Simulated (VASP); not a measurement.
# Mo (Fd-3m) in VASP: a series of runs

Mo is run at these levels: LDA; tasks: single point, relaxation of cell and atoms.

Program: VASP 6.6.1. These are calculated values, not measurements. Logs are shortened: lines on timing, memory, paths and dates and some standing lists are left out, and cuts for length are marked.

**1. The cell of the first run**

Symmetry: Fd-3m, No. 227, cubic system. Conventional cell: a = 5.388 Å, b = 5.388 Å, c = 5.388 Å, α = 90.00°, β = 90.00°, γ = 90.00°. Within 3.1 Å of Mo (site symmetry -43m) lie 4 Mo at 2.33 Å.

**2. Single point, LDA**

Contents of INCAR:

```
SYSTEM = Mo
ALGO = Normal
EDIFF = 1E-7
ENCUT = 520
ISIF = 2
ISMEAR = 1
LASPH = .TRUE.
LCHARG = .TRUE.
LELF = .TRUE.
LREAL = .FALSE.
LVHAR = .TRUE.
LWAVE = .FALSE.
NBANDS = 21
NELM = 100
PREC = Accurate
SIGMA = 0.1
```

Contents of KPOINTS:

```
k-points
0
G
  7 7 7
  0 0 0
```

Contents of POSCAR:

```
Mo
1.0
    0.0000000000      2.6939688806      2.6939688806
    2.6939688806      0.0000000000      2.6939688806
    2.6939688806      2.6939688806      0.0000000000
Mo
2
Direct
    0.0000000000      0.0000000000      0.0000000000
    0.2500000000      0.2500000000      0.2500000000
```

Potentials or basis: VASP PAW LDA potentials, release 64 (Mo_sv).

The run is started by

```sh
> cat potpaw_LDA.64/Mo_sv/POTCAR > POTCAR
> mpirun -np 1 vasp_std > vasp.out
```

OUTCAR:

```text
SYSTEM = Mo
   EDIFF = 1E-7
   ENCUT = 520
   ISIF = 2
   ISMEAR = 1
   LASPH = .TRUE.
   LREAL = .FALSE.
   NELM = 100
   PREC = Accurate

 ion  position               nearest neighbor table
   1  0.000  0.000  0.000-   2 2.33   2 2.33   2 2.33   2 2.33
   2  0.250  0.250  0.250-   1 2.33   1 2.33   1 2.33   1 2.33

  LATTYP: Found a face centered cubic cell.
 ALAT       =     5.3879377612

  Lattice vectors:

 A1 = (   0.0000000000,   2.6939688806,   2.6939688806)
 A2 = (   2.6939688806,   0.0000000000,   2.6939688806)
 A3 = (   2.6939688806,   2.6939688806,   0.0000000000)

Analysis of symmetry for initial positions (statically):
=====================================================================
 Subroutine PRICEL returns:
 Original cell was already a primitive cell.

 Routine SETGRP: Setting up the symmetry group for a
 face centered cubic supercell.

 Subroutine GETGRP returns: Found 48 space group operations
 (whereof 24 operations were pure point group operations)
 out of a pool of 48 trial point group operations.

The static configuration has the point symmetry T_d .
 The point group associated with its full space group is O_h .

Analysis of symmetry for dynamics (positions and initial velocities):
=====================================================================
 Subroutine PRICEL returns:
 Original cell was already a primitive cell.

 Routine SETGRP: Setting up the symmetry group for a
 face centered cubic supercell.

 Subroutine GETGRP returns: Found 48 space group operations
 (whereof 24 operations were pure point group operations)
 out of a pool of 48 trial point group operations.

The dynamic configuration has the point symmetry T_d .
 The point group associated with its full space group is O_h .

 Subroutine INISYM returns: Found 48 space group operations
 (whereof 24 operations are pure point group operations),
 and found     1 'primitive' translations

----------------------------------------------------------------------------------------

                                     Primitive cell

  volume of cell :      39.1028

  direct lattice vectors                    reciprocal lattice vectors
     0.000000000  2.693968881  2.693968881    -0.185599768  0.185599768  0.185599768
     2.693968881  0.000000000  2.693968881     0.185599768 -0.185599768  0.185599768
     2.693968881  2.693968881  0.000000000     0.185599768  0.185599768 -0.185599768

  length of vectors
     3.809847328  3.809847328  3.809847328     0.321468229  0.321468229  0.321468229

  position of ions in fractional coordinates (direct lattice)
     0.000000000  0.000000000  0.000000000
     0.250000000  0.250000000  0.250000000

  ion indices of the primitive-cell ions
   primitive index   ion index
                 1           1
                 2           2

----------------------------------------------------------------------------------------

 KPOINTS: k-points

Automatic generation of k-mesh.
 Grid dimensions read from file:
 generate k-points for:    7    7    7

 Generating k-lattice:

  Cartesian coordinates                     Fractional coordinates (reciprocal lattice)
    -0.026514253  0.026514253  0.026514253     0.142857143  0.000000000  0.000000000
     0.026514253 -0.026514253  0.026514253     0.000000000  0.142857143  0.000000000
     0.026514253  0.026514253 -0.026514253     0.000000000  0.000000000  0.142857143

  Length of vectors
     0.045924033  0.045924033  0.045924033

  Shift w.r.t. Gamma in fractional coordinates (k-lattice)
     0.000000000  0.000000000  0.000000000

 Subroutine IBZKPT returns following result:
 ===========================================

 Found     20 irreducible k-points:

 Following reciprocal coordinates:
            Coordinates               Weight
  0.000000  0.000000  0.000000      1.000000
  0.142857  0.000000  0.000000      8.000000
  0.285714  0.000000  0.000000      8.000000
  0.428571  0.000000  0.000000      8.000000
  0.142857  0.142857  0.000000      6.000000
  0.285714  0.142857  0.000000     24.000000
[... 12 lines left out ...]
 -0.428571  0.428571  0.142857     24.000000
 -0.285714  0.428571  0.142857     24.000000
   k-points           NKPTS =     20   k-points in BZ     NKDIM =     20   number of bands    NBANDS=     21
   number of dos      NEDOS =    301   number of ions     NIONS =      2
   total plane-waves  NPLWV =  21952
   dimension x,y,z NGX =    28 NGY =   28 NGZ =   28
   dimension x,y,z NGXF=    56 NGYF=   56 NGZF=   56
   ions per type =               2
   NGX,Y,Z   is equivalent  to a cutoff of  12.22, 12.22, 12.22 a.u.
   NGXF,Y,Z  is equivalent  to a cutoff of  24.44, 24.44, 24.44 a.u.
 SYSTEM =  Mo
   PREC   = accura    normal or accurate (medium, high low for compatibility)
   ISTART =      0    job   : 0-new  1-cont  2-samecut
   ICHARG =      2    charge: 1-file 2-atom 10-const
   ISPIN  =      1    spin polarized calculation?
   LNONCOLLINEAR =      F non collinear calculations
   LSORBIT =      F    spin-orbit coupling
   LASPH  =      T    aspherical Exc in radial PAW
   ENCUT  =  520.0 eV  38.22 Ry    6.18 a.u.   7.08  7.08  7.08*2*pi/ulx,y,z
   NELM   =    100;   NELMIN=  2; NELMDL= -5     # of ELM steps
   EDIFF  = 0.1E-06   stopping-criterion for ELM
   LREAL  =      F    real-space projection
   EDIFFG = 0.1E-05   stopping-criterion for IOM
   NSW    =      0    number of steps for IOM
   IBRION =     -1    ionic relax: 0-MD 1-quasi-New 2-CG
   NFREE  =      0    steps in history (QN), initial steepest desc. (CG)
   ISIF   =      2    stress and relaxation
   ISYM   =      2    0-nonsym 1-usesym 2-fastsym
   POTIM  = 0.5000    time-step for ionic-motion
   TEBEG  =    0.0;   TEEND  =   0.0 temperature during run
   PSTRESS=    0.0 pullay stress
   NELECT =      28.0000    total number of electrons
   NUPDOWN=      -1.0000    fix difference up-down
   EMIN   =  10.00;   EMAX   =-10.00  energy-range for DOS
   EFERMI =   0.00;   METHOD = LEGACY
   ISMEAR =     1;   SIGMA  =   0.10  broadening in eV -4-tet -1-fermi 0-gaus
   EFERMI_NEDOS =   21; number of points for ismear=-14 and -15
   IALGO  =     38    algorithm
   IMIX   =      4    mixing-type and parameters
     AMIX     =   0.40;   BMIX     =  1.00
     AMIX_MAG =   1.60;   BMIX_MAG =  1.00
  volume/ion in A,a.u.               =      19.55       131.94
  Fermi-wavevector in a.u.,A,eV,Ry     =   1.464620  2.767730 29.186014  2.145111
  Thomas-Fermi vector in A             =   2.580574
   LORBIT       =      0    0 simple, 1 ext, 2 COOP (PROOUT), +10 PAW based schemes
   GGA     = CA    functional components
   LHFCALC =     F    Hartree Fock is set to
   AEXX    =    0.0000 exact exchange contribution
   IVDW    =     0    specifies the selected vdW correction
   LEPSILON=     F    determine dielectric tensor
   LRPA    =     F    only Hartree local field effects (RPA)
 non-spin polarized calculation
 Methfessel and Paxton  Order N= 1 SIGMA  =   0.10
  energy-cutoff  :      520.00
  volume of cell :       39.10
 maximum number of plane-waves:      1067
   NGX = 15   NGY = 15   NGZ = 15

 number of electron      28.0000002 magnetization

 Free energy of the ion-electron system (eV)
  ---------------------------------------------------
  ext. energy  EPLUGINS =         0.00000000
  ---------------------------------------------------
  free energy    TOTEN  =       -19.35421558 eV

  energy without entropy =      -19.35177349  energy(sigma->0) =      -19.35340155

 E-fermi :   8.7649     XC(G=0): -11.9166

 val. band max:        8.7300825994   @ k =  -0.2857   0.2857   0.0000
 cond. band min:       8.7746890965   @ k =  -0.2857   0.4286   0.1429
 fundamental gap:      0.0446064971
 Fermi energy:         8.7648892037

 k-point     1 :       0.0000    0.0000    0.0000
  band No.  band energies     occupation
      1     -51.6947      2.00000
      2     -50.5093      2.00000
      3     -26.3778      2.00000
      4     -26.3778      2.00000
      5     -26.3778      2.00000
      6     -24.7237      2.00000
[... 13 lines left out ...]
     20      20.5397      0.00000
     21      21.3891      0.00000

 k-point     2 :       0.1429    0.0000    0.0000
  band No.  band energies     occupation
      1     -51.6535      2.00000
      2     -50.5554      2.00000
      3     -26.4202      2.00000
      4     -26.4202      2.00000
      5     -26.3779      2.00000
      6     -24.7173      2.00000
[... 13 lines left out ...]
     20      19.4683      0.00000
     21      21.6019      0.00000

 k-point     3 :       0.2857    0.0000    0.0000
  band No.  band energies     occupation
      1     -51.5457      2.00000
      2     -50.6744      2.00000
      3     -26.5078      2.00000
      4     -26.5078      2.00000
      5     -26.3826      2.00000
      6     -24.6973      2.00000
[... 13 lines left out ...]
     20      17.8297      0.00000
     21      19.2378      0.00000

 k-point     4 :       0.4286    0.0000    0.0000
  band No.  band energies     occupation
      1     -51.4313      2.00000
      2     -50.7976      2.00000
      3     -26.5719      2.00000
      4     -26.5719      2.00000
      5     -26.3903      2.00000
      6     -24.6759      2.00000
[... 13 lines left out ...]
     20      14.6607      0.00000
     21      19.1374      0.00000

 k-point     5 :       0.1429    0.1429    0.0000
  band No.  band energies     occupation
      1     -51.6390      2.00000
      2     -50.5715      2.00000
      3     -26.4704      2.00000
      4     -26.4704      2.00000
      5     -26.2932      2.00000
      6     -24.8089      2.00000
[... 13 lines left out ...]
     20      19.2313      0.00000
     21      21.2621      0.00000
[... 286 lines left out ...]
     20      17.5039      0.00000
     21      17.6567      0.00000

 k-point    18 :      -0.4286    0.2857    0.1429
  band No.  band energies     occupation
      1     -51.3263      2.00000
      2     -50.9082      2.00000
      3     -26.7878      2.00000
      4     -26.6719      2.00000
      5     -25.9713      2.00000
      6     -25.0900      2.00000
[... 13 lines left out ...]
     20      14.6423      0.00000
     21      17.1056      0.00000

 k-point    19 :      -0.4286    0.4286    0.1429
  band No.  band energies     occupation
      1     -51.2373      2.00000
      2     -51.0002      2.00000
      3     -26.7943      2.00000
      4     -26.7594      2.00000
      5     -25.7342      2.00000
      6     -25.3411      2.00000
[... 13 lines left out ...]
     20      15.0582      0.00000
     21      15.1039      0.00000

 k-point    20 :      -0.2857    0.4286    0.1429
  band No.  band energies     occupation
      1     -51.2011      2.00000
      2     -51.0371      2.00000
      3     -26.8249      2.00000
      4     -26.7460      2.00000
      5     -25.7178      2.00000
      6     -25.3415      2.00000
[... 13 lines left out ...]
     20      14.1863      0.00000
     21      14.7705      0.00000

------------------------ aborting loop because EDIFF is reached ----------------------------------------

  FORCE on cell =-STRESS in cart. coord.  units (eV):
  Direction    XX          YY          ZZ          XY          YZ          ZX
  --------------------------------------------------------------------------------------
  -------------------------------------------------------------------------------------
  Total        3.9454083      3.9454083      3.9454083     -0.0000000      0.0000000     -0.0000000
  in kB      161.6571141    161.6571141    161.6571141     -0.0000000      0.0000000     -0.0000000
  external PRESSURE =     161.6571141 kB  Pullay stress =       0.0000000 kB

 VOLUME and BASIS-vectors are now :
 -----------------------------------------------------------------------------
  energy-cutoff  :      520.00
  volume of cell :       39.10
      direct lattice vectors                 reciprocal lattice vectors
     0.000000000  2.693968881  2.693968881    -0.185599768  0.185599768  0.185599768
     2.693968881  0.000000000  2.693968881     0.185599768 -0.185599768  0.185599768
     2.693968881  2.693968881  0.000000000     0.185599768  0.185599768 -0.185599768

 POSITION                                       TOTAL-FORCE (eV/Angst)
 -----------------------------------------------------------------------------------
      0.00000      0.00000      0.00000        -0.000000      0.000000      0.000000
      1.34698      1.34698      1.34698         0.000000      0.000000     -0.000000
 -----------------------------------------------------------------------------------
    total drift:                                0.000000      0.000000      0.000000

  FREE ENERGIE OF THE ION-ELECTRON SYSTEM (eV)
  ---------------------------------------------------
  free  energy   TOTEN  =       -19.3542155751 eV

  energy  without entropy=      -19.3517734925  energy(sigma->0) =      -19.35340155
```

It took 18 s on 1 thread of Intel Xeon 8259CL, shared host; peak memory 0.14 GiB.

Results:

```yaml
Free_energy: -19.3542 eV
Pressure: 16.2 GPa
Band_gap_on_the_k_mesh: zero (band 14 reaches 8.98 eV, above the bottom of band 15 at 8.56 eV)
```

**3. Single point, LDA**

This run uses another cell than the first one, of 21.57 Å³/atom, 1.103 times its volume.

Contents of INCAR:

```
PREC = Accurate ; ENCUT = 520
EDIFF = 1E-6 ; ISMEAR = 1
SIGMA = 0.1 ; LREAL = F
LASPH = T ; NELM = 100
ALGO = Normal ; ISIF = 2
LWAVE = F ; LCHARG = T
LELF = T ; LVHAR = T
NBANDS = 21
```

Contents of KPOINTS:

```
Automatic mesh
0
Gamma
  7 7 7
```

Contents of POSCAR:

```
Mo
1.0
    0.0000000000      2.7835343411      2.7835343411
    2.7835343411      0.0000000000      2.7835343411
    2.7835343411      2.7835343411      0.0000000000
Mo
2
Direct
    0.0000000000      0.0000000000      0.0000000000
    0.2500000000      0.2500000000      0.2500000000
```

Potentials or basis: VASP PAW LDA potentials, release 64 (Mo_sv).

The run is started by

```sh
> cat potpaw_LDA.64/Mo_sv/POTCAR > POTCAR
> mpirun -np 1 vasp_std > vasp.out
```

OUTCAR:

```text
PREC = Accurate
   ENCUT = 520
   EDIFF = 1E-6
   ISMEAR = 1
   LREAL = F
   LASPH = T
   NELM = 100
   ISIF = 2

 ion  position               nearest neighbor table
   1  0.000  0.000  0.000-   2 2.41   2 2.41   2 2.41   2 2.41
   2  0.250  0.250  0.250-   1 2.41   1 2.41   1 2.41   1 2.41

  LATTYP: Found a face centered cubic cell.
 ALAT       =     5.5670686822

  Lattice vectors:

 A1 = (   0.0000000000,   2.7835343411,   2.7835343411)
 A2 = (   2.7835343411,   0.0000000000,   2.7835343411)
 A3 = (   2.7835343411,   2.7835343411,   0.0000000000)

Analysis of symmetry for initial positions (statically):
=====================================================================
 Subroutine PRICEL returns:
 Original cell was already a primitive cell.

 Routine SETGRP: Setting up the symmetry group for a
 face centered cubic supercell.

 Subroutine GETGRP returns: Found 48 space group operations
 (whereof 24 operations were pure point group operations)
[... 156 lines left out ...]
  ext. energy  EPLUGINS =         0.00000000
  ---------------------------------------------------
  free energy    TOTEN  =       -19.55261204 eV

  energy without entropy =      -19.55180204  energy(sigma->0) =      -19.55234204

 E-fermi :   7.4850     XC(G=0): -11.4188

 val. band max:        7.4743770354   @ k =   0.4286   0.2857   0.1429
 cond. band min:       7.4900105432   @ k =  -0.2857   0.2857   0.0000
 fundamental gap:      0.0156335079
 Fermi energy:         7.4849955195

 k-point     1 :       0.0000    0.0000    0.0000
  band No.  band energies     occupation
      1     -52.7625      2.00000
      2     -51.9030      2.00000
      3     -27.3792      2.00000
      4     -27.3792      2.00000
      5     -27.3792      2.00000
      6     -26.0712      2.00000
[... 469 lines left out ...]
     20      12.4183      0.00000
     21      13.0284      0.00000

------------------------ aborting loop because EDIFF is reached ----------------------------------------

  FORCE on cell =-STRESS in cart. coord.  units (eV):
  Direction    XX          YY          ZZ          XY          YZ          ZX
  --------------------------------------------------------------------------------------
  -------------------------------------------------------------------------------------
  Total        0.2131963      0.2131963      0.2131963     -0.0000000     -0.0000000     -0.0000000
  in kB        7.9190025      7.9190025      7.9190025     -0.0000000     -0.0000000     -0.0000000
  external PRESSURE =       7.9190025 kB  Pullay stress =       0.0000000 kB

 VOLUME and BASIS-vectors are now :
 -----------------------------------------------------------------------------
  energy-cutoff  :      520.00
  volume of cell :       43.13
      direct lattice vectors                 reciprocal lattice vectors
     0.000000000  2.783534341  2.783534341    -0.179627746  0.179627746  0.179627746
     2.783534341  0.000000000  2.783534341     0.179627746 -0.179627746  0.179627746
     2.783534341  2.783534341  0.000000000     0.179627746  0.179627746 -0.179627746

 POSITION                                       TOTAL-FORCE (eV/Angst)
 -----------------------------------------------------------------------------------
      0.00000      0.00000      0.00000         0.000000      0.000000      0.000000
      1.39177      1.39177      1.39177        -0.000000     -0.000000     -0.000000
 -----------------------------------------------------------------------------------
    total drift:                                0.000000     -0.000000      0.000000

  FREE ENERGIE OF THE ION-ELECTRON SYSTEM (eV)
  ---------------------------------------------------
  free  energy   TOTEN  =       -19.5526120363 eV

  energy  without entropy=      -19.5518020443  energy(sigma->0) =      -19.55234204
```

It took 19 s on 1 thread of Intel Xeon 8259CL, shared host; peak memory 0.15 GiB.

Results:

```
Free energy            : -19.5526 eV
Pressure               : 0.8 GPa
Band gap on the k mesh : zero (band 14 reaches 7.62 eV, above the bottom of band 15 at 7.34 eV)
```

Levels at points of the mesh, in eV from the Fermi level:
| k point | band 11 | band 12 | band 13 | band 14 | band 15 | band 16 | band 17 | band 18 |
| --- | --- | --- | --- | --- | --- | --- | --- | --- |
| (0.00, 0.00, 0.00) | -2.54 | -1.45 | -1.45 | -1.45 | 1.32 | 1.32 | 1.32 | 4.64 |

[end of part 1 of 2]
